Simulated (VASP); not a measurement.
# Re (Fm-3m) in VASP: further runs, part 3 of 3

VASP 6.6.1. The steps go on from the part before.

**5. Single point, BLYP (16.21 Å³/atom)**

This run uses another cell than the first one, of 16.21 Å³/atom.

Contents of INCAR:

```
SYSTEM = Re
  PREC = Accurate
  ENCUT = 560
  EDIFF = 1E-6
  ISMEAR = -1
  SIGMA = 0.1
  LREAL = .False.
  LASPH = .True.
  NELM = 120
  ALGO = Normal
  ISIF = 2
  LWAVE = .False.
  LCHARG = .False.
  GGA = B5
  ALDAX = 1.0
  AGGAX = 1.0
  AGGAC = 1.0
  ALDAC = 0.0
  NBANDS = 14
  GGA_COMPAT = .False.
```

Contents of KPOINTS:

```
regular mesh
0
Gamma
  15 15 15
  0 0 0
```

Contents of POSCAR:

```
Re
1.0
    0.0000000000      2.0087636652      2.0087636652
    2.0087636652      0.0000000000      2.0087636652
    2.0087636652      2.0087636652      0.0000000000
Re
1
Direct
    0.0000000000      0.0000000000      0.0000000000
```

Potentials or basis: VASP PAW PBE potentials, release 64 (Re_sv_GW).

Run with:

```sh
$ cat potpaw_PBE.64/Re_sv_GW/POTCAR > POTCAR
$ mpirun -np 1 vasp_std > vasp.out
```

OUTCAR:

```text
SYSTEM = Re
   PREC = Accurate
   ENCUT = 560
   EDIFF = 1E-6
   ISMEAR = -1
   LREAL = .False.
   LASPH = .True.
   NELM = 120
   ISIF = 2
   GGA = B5

 ion  position               nearest neighbor table
   1  0.000  0.000  0.000-

  LATTYP: Found a face centered cubic cell.
 ALAT       =     4.0175273304

  Lattice vectors:

 A1 = (   0.0000000000,   2.0087636652,   2.0087636652)
 A2 = (   2.0087636652,   0.0000000000,   2.0087636652)
 A3 = (   2.0087636652,   2.0087636652,   0.0000000000)

Analysis of symmetry for initial positions (statically):
=====================================================================
 Subroutine PRICEL returns:
 Original cell was already a primitive cell.

 Routine SETGRP: Setting up the symmetry group for a
 face centered cubic supercell.

 Subroutine GETGRP returns: Found 48 space group operations
 (whereof 48 operations were pure point group operations)
 out of a pool of 48 trial point group operations.

The static configuration has the point symmetry O_h .

Analysis of symmetry for dynamics (positions and initial velocities):
=====================================================================
 Subroutine PRICEL returns:
 Original cell was already a primitive cell.

 Routine SETGRP: Setting up the symmetry group for a
 face centered cubic supercell.

 Subroutine GETGRP returns: Found 48 space group operations
 (whereof 48 operations were pure point group operations)
 out of a pool of 48 trial point group operations.

The dynamic configuration has the point symmetry O_h .

 Subroutine INISYM returns: Found 48 space group operations
 (whereof 48 operations are pure point group operations),
 and found     1 'primitive' translations

----------------------------------------------------------------------------------------

                                     Primitive cell

  volume of cell :      16.2113

  direct lattice vectors                    reciprocal lattice vectors
     0.000000000  2.008763665  2.008763665    -0.248909321  0.248909321  0.248909321
     2.008763665  0.000000000  2.008763665     0.248909321 -0.248909321  0.248909321
     2.008763665  2.008763665  0.000000000     0.248909321  0.248909321 -0.248909321

  length of vectors
     2.840820819  2.840820819  2.840820819     0.431123590  0.431123590  0.431123590

  position of ions in fractional coordinates (direct lattice)
     0.000000000  0.000000000  0.000000000

  ion indices of the primitive-cell ions
   primitive index   ion index
                 1           1

----------------------------------------------------------------------------------------

 KPOINTS: regular mesh

Automatic generation of k-mesh.
 Grid dimensions read from file:
 generate k-points for:   15   15   15

 Generating k-lattice:

  Cartesian coordinates                     Fractional coordinates (reciprocal lattice)
    -0.016593955  0.016593955  0.016593955     0.066666667  0.000000000  0.000000000
     0.016593955 -0.016593955  0.016593955     0.000000000  0.066666667  0.000000000
     0.016593955  0.016593955 -0.016593955     0.000000000  0.000000000  0.066666667

  Length of vectors
     0.028741573  0.028741573  0.028741573

  Shift w.r.t. Gamma in fractional coordinates (k-lattice)
     0.000000000  0.000000000  0.000000000

 Subroutine IBZKPT returns following result:
 ===========================================

 Found    120 irreducible k-points:

 Following reciprocal coordinates:
            Coordinates               Weight
  0.000000  0.000000  0.000000      1.000000
  0.066667  0.000000  0.000000      8.000000
  0.133333  0.000000  0.000000      8.000000
  0.200000  0.000000  0.000000      8.000000
  0.266667  0.000000  0.000000      8.000000
  0.333333  0.000000  0.000000      8.000000
[... 16 lines left out ...]
  0.133333  0.133333  0.000000      6.000000
  0.200000  0.133333  0.000000     24.000000
 [... further k-points ...]
   k-points           NKPTS =    120   k-points in BZ     NKDIM =    120   number of bands    NBANDS=     14
   number of dos      NEDOS =    301   number of ions     NIONS =      1
   total plane-waves  NPLWV =  13824
   dimension x,y,z NGX =    24 NGY =   24 NGZ =   24
   dimension x,y,z NGXF=    48 NGYF=   48 NGZF=   48
   ions per type =               1
   NGX,Y,Z   is equivalent  to a cutoff of  14.04, 14.04, 14.04 a.u.
   NGXF,Y,Z  is equivalent  to a cutoff of  28.09, 28.09, 28.09 a.u.
 SYSTEM =  Re
   PREC   = accura    normal or accurate (medium, high low for compatibility)
   ISTART =      0    job   : 0-new  1-cont  2-samecut
   ICHARG =      2    charge: 1-file 2-atom 10-const
   ISPIN  =      1    spin polarized calculation?
   LNONCOLLINEAR =      F non collinear calculations
   LSORBIT =      F    spin-orbit coupling
   LASPH  =      T    aspherical Exc in radial PAW
   ENCUT  =  560.0 eV  41.16 Ry    6.42 a.u.   5.48  5.48  5.48*2*pi/ulx,y,z
   NELM   =    120;   NELMIN=  2; NELMDL= -5     # of ELM steps
   EDIFF  = 0.1E-05   stopping-criterion for ELM
   LREAL  =      F    real-space projection
   EDIFFG = 0.1E-04   stopping-criterion for IOM
   NSW    =      0    number of steps for IOM
   IBRION =     -1    ionic relax: 0-MD 1-quasi-New 2-CG
   NFREE  =      0    steps in history (QN), initial steepest desc. (CG)
   ISIF   =      2    stress and relaxation
   ISYM   =      2    0-nonsym 1-usesym 2-fastsym
   POTIM  = 0.5000    time-step for ionic-motion
   TEBEG  =    0.0;   TEEND  =   0.0 temperature during run
   PSTRESS=    0.0 pullay stress
   NELECT =      15.0000    total number of electrons
   NUPDOWN=      -1.0000    fix difference up-down
   EMIN   =  10.00;   EMAX   =-10.00  energy-range for DOS
   EFERMI =   0.00;   METHOD = LEGACY
   ISMEAR =    -1;   SIGMA  =   0.10  broadening in eV -4-tet -1-fermi 0-gaus
   EFERMI_NEDOS =   21; number of points for ismear=-14 and -15
   IALGO  =     38    algorithm
   IMIX   =      4    mixing-type and parameters
     AMIX     =   0.40;   BMIX     =  1.00
     AMIX_MAG =   1.60;   BMIX_MAG =  1.00
  volume/ion in A,a.u.               =      16.21       109.40
  Fermi-wavevector in a.u.,A,eV,Ry     =   1.595266  3.014615 34.625102  2.544873
  Thomas-Fermi vector in A             =   2.693211
   LORBIT       =      0    0 simple, 1 ext, 2 COOP (PROOUT), +10 PAW based schemes
   GGA     = B5    functional components
   LHFCALC =     F    Hartree Fock is set to
   AEXX    =    0.0000 exact exchange contribution
   IVDW    =     0    specifies the selected vdW correction
   LEPSILON=     F    determine dielectric tensor
   LRPA    =     F    only Hartree local field effects (RPA)
 non-spin polarized calculation
  energy-cutoff  :      560.00
  volume of cell :       16.21
 maximum number of plane-waves:       531
 NGX is ok and might be reduce to    24
   NGX = 11   NGY = 11   NGZ = 11

 number of electron      14.9999998 magnetization

 Free energy of the ion-electron system (eV)
  ---------------------------------------------------
  ext. energy  EPLUGINS =         0.00000000
  ---------------------------------------------------
  free energy    TOTEN  =       -12.36369730 eV

  energy without entropy =      -12.33147485  energy(sigma->0) =      -12.34758607

 E-fermi :  12.2496     XC(G=0): -12.9849

 val. band max:       12.2365349481   @ k =   0.3333   0.2000   0.0000
 cond. band min:      12.2519893897   @ k =   0.2667   0.2000   0.0667
 fundamental gap:      0.0154544416
 Fermi energy:        12.2496388743

 k-point     1 :       0.0000    0.0000    0.0000
  band No.  band energies     occupation
      1     -67.4867      2.00000
      2     -29.0877      2.00000
      3     -29.0877      2.00000
      4     -29.0877      2.00000
      5       3.0068      2.00000
      6      10.5710      2.00000
      7      10.5710      2.00000
      8      10.5710      2.00000
      9      13.3100      0.00005
     10      13.3100      0.00005
     11      25.5350      0.00000
     12      30.5774      0.00000
     13      30.5774      0.00000
     14      30.5774      0.00000
[... 375 lines left out ...]
 k-point    24 :       0.2000    0.1333    0.0000
  band No.  band energies     occupation
      1     -67.4594      2.00000
      2     -29.3409      2.00000
      3     -29.1692      2.00000
      4     -29.1620      2.00000
      5       4.5773      2.00000
      6       9.4647      2.00000
      7      11.3225      1.99981
      8      11.4369      1.99941
      9      12.1832      1.32064
     10      13.7826      0.00000
     11      28.2599      0.00000
     12      28.6040      0.00000
     13      31.3613      0.00000
     14      31.8609      0.00000

 [... further k-points ...]
[... 5 lines left out ...]
  --------------------------------------------------------------------------------------
  -------------------------------------------------------------------------------------
  Total       -1.1646835     -1.1646835     -1.1646835      0.0000000     -0.0000000      0.0000000
  in kB     -115.1070614   -115.1070614   -115.1070614      0.0000000     -0.0000000      0.0000000
  external PRESSURE =    -115.1070614 kB  Pullay stress =       0.0000000 kB

 VOLUME and BASIS-vectors are now :
 -----------------------------------------------------------------------------
  energy-cutoff  :      560.00
  volume of cell :       16.21
      direct lattice vectors                 reciprocal lattice vectors
     0.000000000  2.008763665  2.008763665    -0.248909321  0.248909321  0.248909321
     2.008763665  0.000000000  2.008763665     0.248909321 -0.248909321  0.248909321
     2.008763665  2.008763665  0.000000000     0.248909321  0.248909321 -0.248909321

 POSITION                                       TOTAL-FORCE (eV/Angst)
 -----------------------------------------------------------------------------------
      0.00000      0.00000      0.00000        -0.000000     -0.000000     -0.000000
 -----------------------------------------------------------------------------------
    total drift:                               -0.000000      0.000000     -0.000000

  FREE ENERGIE OF THE ION-ELECTRON SYSTEM (eV)
  ---------------------------------------------------
  free  energy   TOTEN  =       -12.3636973036 eV

  energy  without entropy=      -12.3314748461  energy(sigma->0) =      -12.34758607
```

OSZICAR:

```text
N       E                     dE             d eps       ncg     rms          rms(c)
DAV:   1     0.859488426267E+02    0.85949E+02   -0.95067E+03  3440   0.109E+03
DAV:   2    -0.117562802865E+02   -0.97705E+02   -0.92491E+02  4296   0.310E+02
DAV:   3    -0.135770265488E+02   -0.18207E+01   -0.18136E+01  3738   0.399E+01
DAV:   4    -0.135840568909E+02   -0.70303E-02   -0.70302E-02  3972   0.298E+00
DAV:   5    -0.135841628696E+02   -0.10598E-03   -0.10598E-03  3810   0.331E-01    0.406E+02
DAV:   6    -0.125149916410E+02    0.10692E+01   -0.11569E+00  3462   0.105E+01    0.146E+02
DAV:   7    -0.123646905367E+02    0.15030E+00   -0.36997E-01  3816   0.564E+00    0.223E+01
DAV:   8    -0.123644549449E+02    0.23559E-03   -0.10534E-02  3414   0.117E+00    0.414E+00
DAV:   9    -0.123636758053E+02    0.77914E-03   -0.28881E-03  3606   0.691E-01    0.466E+00
DAV:  10    -0.123636865898E+02   -0.10784E-04   -0.66194E-05  3894   0.694E-02    0.914E-01
DAV:  11    -0.123636972559E+02   -0.10666E-04   -0.11029E-05  3516   0.347E-02    0.346E-01
DAV:  12    -0.123636973036E+02   -0.47714E-07   -0.77251E-07  1902   0.988E-03
   1 F= -.12363697E+02 E0= -.12347586E+02  d E =-.322225E-01
```

stdout:

```text
POSCAR found type information on POSCAR Re
 POSCAR found :  1 types and       1 ions
 scaLAPACK will be used
 -----------------------------------------------------------------------------
|                                                                             |
|                                                                             |
|     You enforced a specific xc type in the INCAR file but a different       |
|     I HOPE YOU KNOW WHAT YOU ARE DOING!                                     |
|                                                                             |
 -----------------------------------------------------------------------------

 LDA part: xc-table for (Slater(with rela. corr.)+VWN5), standard interpolation
 POSCAR, INCAR and KPOINTS ok, starting setup
 FFT: planning ... GRIDC
 FFT: planning ... GRID_SOFT
 FFT: planning ... GRID
 WAVECAR not read
 entering main loop
```

It took 25 s on 1 thread of Intel Xeon Platinum 8259CL at 2.50GHz (Skylake/Cascade Lake), shared host; peak memory 0.16 GiB.

What came out:

```
Free energy            : -12.3637 eV
Pressure               : -11.5 GPa
Band gap on the k mesh : zero (an odd number of electrons rules out a gap without spin polarisation)
```

Levels at points of the mesh, in eV from the Fermi level:
| k point | band 5 | band 6 | band 7 | band 8 | band 9 | band 10 | band 11 | band 12 |
| --- | --- | --- | --- | --- | --- | --- | --- | --- |
| (0.00, 0.00, 0.00) | -9.24 | -1.68 | -1.68 | -1.68 | 1.06 | 1.06 | 13.29 | 18.33 |

Caveat: the cell stands under tension; the PAW data sets were made with another functional, which shifts forces and pressure a little; spin-orbit coupling is left out, which moves the levels of the heavy elements.

**6. Summary**

| cell | gap on the mesh (eV) | pressure (GPa) |
| --- | --- | --- |
| a = 2.687 Å, angles 60.0°, 1 atom | none | 55.4 |
| a = 2.766 Å, angles 60.0°, 1 atom | none | 14.6 |
| a = 2.804 Å, angles 60.0°, 1 atom | none | 0.1 |
| a = 2.841 Å, angles 60.0°, 1 atom | none | -11.5 |

Alike in all rows: task single point; level BLYP; potentials or basis VASP PAW PBE potentials, release 64 (Re_sv_GW); no spin polarisation; k mesh 15 × 15 × 15; cutoff (eV) 560; smearing fermi-dirac 0.1 eV.

Caveats: the PAW data sets were made with another functional, which shifts forces and pressure a little; spin-orbit coupling is left out, which moves the levels of the heavy elements; the cell stands under pressure (at least some runs); the cell stands under tension (at least some runs).

Total energies depend on the potentials used, so only differences within one code and one set of settings carry meaning.

The gap in the log of VASP goes by the Fermi energy; the results here count the filled bands.